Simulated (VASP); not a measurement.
# Os4C (P4mm) in VASP: further runs, part 2 of 2

VASP 6.6.1.

## 4. Relaxation of cell and atoms, PBE

The input, INCAR:

```
ALGO     = Normal         # electronic algorithm
EDIFF    = 1E-6           # SCF threshold, eV
EDIFFG   = -0.04          # ionic threshold
ENCUT    = 600            # plane-wave cutoff, eV
GGA      = PE             # functional
IBRION   = 2              # ionic algorithm
ISIF     = 3              # what is computed and relaxed
ISMEAR   = 0              # smearing method
LASPH    = True           # aspherical terms in the spheres
LCHARG   = False          # write CHGCAR
LREAL    = False          # projectors in reciprocal space
LWAVE    = False          # write WAVECAR
NELM     = 80             # most SCF steps
NSW      = 90             # ionic steps
PREC     = Accurate       # precision mode
SIGMA    = 0.1            # smearing width, eV
```

The input, KPOINTS:

```
k-points
0
Gamma
  4 4 4
```

The input, POSCAR:

```
Os4C
1.0
    3.9384940976      0.0000000000      0.0000000000
    0.0000000000      3.9384940976      0.0000000000
    0.0000000000      0.0000000000      4.2364478011
Os C
4 1
Direct
    0.5000000000      0.0000000000      0.9598320881
    0.5000000000      0.5000000000      0.5370969452
    0.0000000000      0.5000000000      0.9598320881
    0.0000000000      0.0000000000      0.4587475059
    0.5000000000      0.5000000000      0.0851271144
```

Run with:

```
cat potpaw_PBE.64/Os/POTCAR potpaw_PBE.64/C/POTCAR > POTCAR
mpirun -np 1 vasp_std > vasp.out
```

It took 1.7 min on 1 thread of AMD EPYC 9R45 (Zen 5), shared host; peak memory 0.18 GiB.

It converged, with:

```
Free energy                            : -50.9733 eV
Relaxed volume                         : 13.20 Å³/atom
Relaxed cell                           : a = 3.950 Å, b = 3.950 Å, c = 4.231 Å, α = 90.00°, β = 90.00°, γ = 90.00°
Space group after relaxing (to 0.05 Å) : P4mm (No. 99)
Energy gained by relaxing              : 1.2 meV/atom
Ionic steps                            : 9
Pressure after relaxing                : 0.0 GPa
Largest force after relaxing           : 0.014 eV/Å
Band gap on the k mesh                 : zero (band 18 reaches 9.99 eV, above the bottom of band 19 at 7.87 eV)
```

Forces in eV/Å, atoms in the order of the input:
```
Os   0.000  0.000  0.002
Os   0.000  0.000  0.000
Os   0.000  0.000  0.002
Os   0.000  0.000  0.011
C    0.000  0.000 -0.014
```

Step by step:
```csv
step,energy change (eV),largest force (eV/Å),pressure (GPa),volume (Å³)
1,0.0000,0.4659,1.58,65.71
2,0.0163,0.6789,-4.94,66.95
3,-0.0045,0.0827,-0.56,66.10
4,-0.0042,0.2117,0.90,65.84
5,-0.0052,0.0593,0.11,65.98
6,-0.0053,0.0567,-0.05,66.01
7,-0.0053,0.0561,-0.05,66.01
8,-0.0055,0.0446,-0.04,66.01
9,-0.0058,0.0137,0.01,66.01
```

Final structure:
```
Os C
1.0
     3.94993    0.00000    0.00000
     0.00000    3.94993    0.00000
     0.00000    0.00000    4.23094
Os C
4 1
Direct
  0.50000 0.00000 0.95802
  0.50000 0.50000 0.53845
  0.00000 0.50000 0.95802
  0.00000 0.00000 0.46237
  0.50000 0.50000 0.08378
```

Levels at points of the mesh, in eV from the Fermi level:
| k point | band 14 | band 15 | band 16 | band 17 | band 18 | band 19 | band 20 | band 21 | band 22 |
| --- | --- | --- | --- | --- | --- | --- | --- | --- | --- |
| (0.00, 0.00, 0.00) | -0.79 | -0.28 | 1.03 | 1.10 | 1.26 | 1.26 | 1.36 | 1.87 | 1.87 |
| (0.50, 0.00, 0.00) | -1.88 | -1.66 | -1.55 | -1.21 | -0.96 | -0.87 | 0.40 | 1.14 | 1.87 |
| (0.50, 0.50, 0.00) | -3.01 | -2.48 | -1.57 | -1.04 | -0.79 | -0.79 | -0.41 | -0.10 | 2.61 |
| (0.00, 0.00, 0.50) | -1.53 | -1.53 | -1.49 | -1.38 | -1.38 | -0.43 | 1.17 | 1.97 | 2.34 |
| (0.50, 0.00, 0.50) | -2.93 | -2.02 | -1.57 | -1.21 | -0.77 | -0.43 | -0.35 | 1.36 | 1.56 |
| (0.50, 0.50, 0.50) | -0.90 | -0.90 | -0.76 | -0.32 | 0.42 | 0.42 | 1.13 | 1.34 | 1.34 |

Caveat: the k points lie up to 0.40 Å⁻¹ apart in the final cell; spin-orbit coupling is left out, which moves the levels of the heavy elements.

## 5. Single point, PBE

The input, INCAR:

```
SYSTEM = Os4C
PREC = Accurate
ENCUT = 600
EDIFF = 1E-6
ISMEAR = 0
SIGMA = 0.1
LREAL = .False.
LASPH = .True.
NELM = 120
ALGO = Normal
ISIF = 2
LWAVE = .False.
LCHARG = .False.
GGA = PE
NBANDS = 42
GGA_COMPAT = .False.
```

The input, KPOINTS:

```
regular mesh
0
Gamma
  4 4 4
  0 0 0
```

POSCAR is that of step 4.

Potentials or basis: VASP PAW PBE potentials, release 64 (Os_sv_GW, C).

Run with:

```
cat potpaw_PBE.64/Os_sv_GW/POTCAR potpaw_PBE.64/C/POTCAR > POTCAR
mpirun -np 1 vasp_std > vasp.out
```

OUTCAR:

```text
SYSTEM = Os4C
   PREC = Accurate
   ENCUT = 600
   EDIFF = 1E-6
   ISMEAR = 0
   LREAL = .False.
   LASPH = .True.
   NELM = 120
   ISIF = 2
   GGA = PE

 ion  position               nearest neighbor table
   1  0.500  0.000  0.960-   5 2.04   5 2.04   2 2.66   2 2.66   3 2.78   3 2.78   3 2.78   3 2.78
                             4 2.89   4 2.89   4 2.90   4 2.90   2 3.14   2 3.14
   2  0.500  0.500  0.537-   5 1.91   5 2.32   3 2.66   1 2.66   1 2.66   3 2.66   4 2.80   4 2.80
                             4 2.80   4 2.80   1 3.14   3 3.14   3 3.14   1 3.14
   3  0.000  0.500  0.960-   5 2.04   5 2.04   2 2.66   2 2.66   1 2.78   1 2.78   1 2.78   1 2.78
                             4 2.89   4 2.89   4 2.90   4 2.90   2 3.14   2 3.14
   4  0.000  0.000  0.459-   2 2.80   2 2.80   2 2.80   2 2.80   3 2.89   1 2.89   3 2.89   1 2.89
                             1 2.90   3 2.90   3 2.90   1 2.90
   5  0.500  0.500  0.085-   2 1.91   1 2.04   3 2.04   1 2.04   3 2.04   2 2.32

  LATTYP: Found a simple tetragonal cell.
 ALAT       =     3.9384940976
 C/A-ratio  =     1.0756516821

  Lattice vectors:

 A1 = (   3.9384940976,   0.0000000000,   0.0000000000)
 A2 = (   0.0000000000,   3.9384940976,   0.0000000000)
 A3 = (   0.0000000000,   0.0000000000,   4.2364478011)

Analysis of symmetry for initial positions (statically):
[... 180 lines left out ...]
 k-point     1 :       0.0000    0.0000    0.0000
  band No.  band energies     occupation
      1     -74.4231      2.00000
      2     -74.3669      2.00000
      3     -74.2938      2.00000
      4     -73.7093      2.00000
      5     -34.2185      2.00000
      6     -34.2185      2.00000
[... 799 lines left out ...]
     41      16.6880      0.00000
     42      16.6883      0.00000

------------------------ aborting loop because EDIFF is reached ----------------------------------------

  FORCE on cell =-STRESS in cart. coord.  units (eV):
  Direction    XX          YY          ZZ          XY          YZ          ZX
  --------------------------------------------------------------------------------------
  -------------------------------------------------------------------------------------
  Total        0.1014938      0.1014938     -0.6023852      0.0000000     -0.0000000      0.0000000
  in kB        2.4745016      2.4745016    -14.6866449      0.0000000     -0.0000000      0.0000000
  external PRESSURE =      -3.2458806 kB  Pullay stress =       0.0000000 kB

 VOLUME and BASIS-vectors are now :
 -----------------------------------------------------------------------------
  energy-cutoff  :      600.00
  volume of cell :       65.71
      direct lattice vectors                 reciprocal lattice vectors
     3.938494098  0.000000000  0.000000000     0.253904151  0.000000000  0.000000000
     0.000000000  3.938494098  0.000000000     0.000000000  0.253904151  0.000000000
     0.000000000  0.000000000  4.236447801     0.000000000  0.000000000  0.236046813

 POSITION                                       TOTAL-FORCE (eV/Angst)
 -----------------------------------------------------------------------------------
      1.96925      0.00000      4.06628        -0.000000     -0.000000     -0.094581
      1.96925      1.96925      2.27538        -0.000000      0.000000      0.308655
      0.00000      1.96925      4.06628         0.000000      0.000000     -0.094581
      0.00000      0.00000      1.94346        -0.000000     -0.000000      0.049037
      1.96925      1.96925      0.36064        -0.000000     -0.000000     -0.168530
 -----------------------------------------------------------------------------------
    total drift:                                0.000000     -0.000000      0.000112

  FREE ENERGIE OF THE ION-ELECTRON SYSTEM (eV)
  ---------------------------------------------------
  free  energy   TOTEN  =       -55.5260468580 eV

  energy  without entropy=      -55.5084445058  energy(sigma->0) =      -55.51724568
```

It took 37 s on 1 thread of Intel Xeon Platinum 8488C (Sapphire Rapids), shared host; peak memory 0.21 GiB.

Results:

- Free energy: -55.5260 eV
- Pressure: -0.3 GPa
- Largest force: 0.309 eV/Å
- Band gap on the k mesh: zero (band 34 reaches 13.79 eV, above the bottom of band 35 at 11.59 eV)

Forces on the atoms (eV/Å):
```
Os   0.000  0.000 -0.095
Os   0.000  0.000  0.309
Os   0.000  0.000 -0.095
Os   0.000  0.000  0.049
C    0.000  0.000 -0.169
```

Caveat: the k points lie up to 0.40 Å⁻¹ apart; spin-orbit coupling is left out, which moves the levels of the heavy elements.

## 6. Single point, PBE

The input, INCAR:

```
ALGO = Normal
EDIFF = 1E-6
ENCUT = 600
GGA = PE
GGA_COMPAT = F
ISIF = 2
ISMEAR = 0
LASPH = T
LCHARG = F
LREAL = F
LWAVE = F
NBANDS = 42
NELM = 120
PREC = Accurate
SIGMA = 0.1
```

The input, KPOINTS:

```
k-points
0
Gamma
  4 4 4
```

The input, POSCAR:

```
Os4C
1.0
    3.9470399629      0.0000000000      0.0000000000
    0.0000000000      3.9470399629      0.0000000000
    0.0000000000      0.0000000000      4.2199254962
Os C
4 1
Direct
    0.5000000000      0.0000000000      0.9588999062
    0.5000000000      0.5000000000      0.5374176517
    0.0000000000      0.5000000000      0.9588999062
    0.0000000000      0.0000000000      0.4626564564
    0.5000000000      0.5000000000      0.0827618211
```

Potentials or basis: VASP PAW PBE potentials, release 64 (Os_sv_GW, C).

Run with:

```
cat potpaw_PBE.64/Os_sv_GW/POTCAR potpaw_PBE.64/C/POTCAR > POTCAR
mpirun -np 1 vasp_std > vasp.out
```

OUTCAR:

```text
EDIFF = 1E-6
   ENCUT = 600
   GGA = PE
   ISIF = 2
   ISMEAR = 0
   LASPH = T
   LREAL = F
   NELM = 120
   PREC = Accurate

 ion  position               nearest neighbor table
   1  0.500  0.000  0.959-   5 2.04   5 2.04   2 2.66   2 2.66   3 2.79   3 2.79   3 2.79   3 2.79
                             4 2.88   4 2.88   4 2.90   4 2.90   2 3.14   2 3.14
   2  0.500  0.500  0.537-   5 1.92   5 2.30   3 2.66   1 2.66   1 2.66   3 2.66   4 2.81   4 2.81
                             4 2.81   4 2.81   1 3.14   3 3.14   3 3.14   1 3.14
[... 1012 lines left out ...]
  -------------------------------------------------------------------------------------
  Total       -0.1964704     -0.1964704     -0.1830220      0.0000000      0.0000000      0.0000000
  in kB       -4.7880623     -4.7880623     -4.4603198      0.0000000      0.0000000      0.0000000
  external PRESSURE =      -4.6788148 kB  Pullay stress =       0.0000000 kB

 VOLUME and BASIS-vectors are now :
 -----------------------------------------------------------------------------
  energy-cutoff  :      600.00
  volume of cell :       65.74
      direct lattice vectors                 reciprocal lattice vectors
     3.947039963  0.000000000  0.000000000     0.253354415  0.000000000  0.000000000
     0.000000000  3.947039963  0.000000000     0.000000000  0.253354415  0.000000000
     0.000000000  0.000000000  4.219925496     0.000000000  0.000000000  0.236971008

 POSITION                                       TOTAL-FORCE (eV/Angst)
 -----------------------------------------------------------------------------------
      1.97352      0.00000      4.04649         0.000000      0.000000     -0.002777
      1.97352      1.97352      2.26786        -0.000000     -0.000000      0.019322
      0.00000      1.97352      4.04649        -0.000000      0.000000     -0.002777
      0.00000      0.00000      1.95238        -0.000000      0.000000      0.004310
      1.97352      1.97352      0.34925        -0.000000      0.000000     -0.018079
 -----------------------------------------------------------------------------------
    total drift:                                0.000000      0.000000      0.000103

  FREE ENERGIE OF THE ION-ELECTRON SYSTEM (eV)
  ---------------------------------------------------
  free  energy   TOTEN  =       -55.5298763297 eV

  energy  without entropy=      -55.5126157314  energy(sigma->0) =      -55.52124603
```

Run time: 42 s. Hardware: 1 thread of Intel Xeon 6975P-C (Granite Rapids), shared host; peak memory 0.2 GiB.

What came out:

| Property | Result |
| --- | --- |
| Free energy | -55.5299 eV |
| Pressure | -0.5 GPa |
| Largest force | 0.019 eV/Å |
| Band gap on the k mesh | zero (band 34 reaches 13.78 eV, above the bottom of band 35 at 11.61 eV) |

Forces on the atoms (eV/Å):
```
Os   0.000  0.000 -0.003
Os   0.000  0.000  0.019
Os   0.000  0.000 -0.003
Os   0.000  0.000  0.004
C    0.000  0.000 -0.018
```

Caveat: the k points lie up to 0.40 Å⁻¹ apart; spin-orbit coupling is left out, which moves the levels of the heavy elements.

## 7. The runs side by side

| task | potentials or basis | cell | cutoff (eV) | second run | gap on the mesh (eV) | pressure (GPa) | largest force (eV/Å) |
| --- | --- | --- | --- | --- | --- | --- | --- |
| single point | VASP PAW PBE potentials, release 64 (Os, C) | a = 3.938, b = 3.938, c = 4.236 Å, 5 atoms | 520 | - | none | 1.5 | 0.47 |
| single point | VASP PAW PBE potentials, release 64 (Os, C) | a = 3.947, b = 3.947, c = 4.220 Å, 5 atoms | 520 | - | none | 1.4 | 0.17 |
| relaxation of cell and atoms | VASP PAW PBE potentials, release 64 (Os, C) | relaxed from a = 3.938, b = 3.938, c = 4.236 Å, 5 atoms | 600 | - | none | 0.0 | 0.01 |
| single point | VASP PAW PBE potentials, release 64 (Os_sv_GW, C) | a = 3.938, b = 3.938, c = 4.236 Å, 5 atoms | 600 | valence_matched | none | -0.3 | 0.31 |
| single point | VASP PAW PBE potentials, release 64 (Os_sv_GW, C) | a = 3.947, b = 3.947, c = 4.220 Å, 5 atoms | 600 | valence_matched | none | -0.5 | 0.02 |

Alike in all rows: level PBE; no spin polarisation; k mesh 4 × 4 × 4; smearing gaussian 0.1 eV.

Caveats: all runs use coarse meshes; spin-orbit coupling is left out, which moves the levels of the heavy elements.

Total energies depend on the potentials used, so only differences within one code and one set of settings carry meaning.
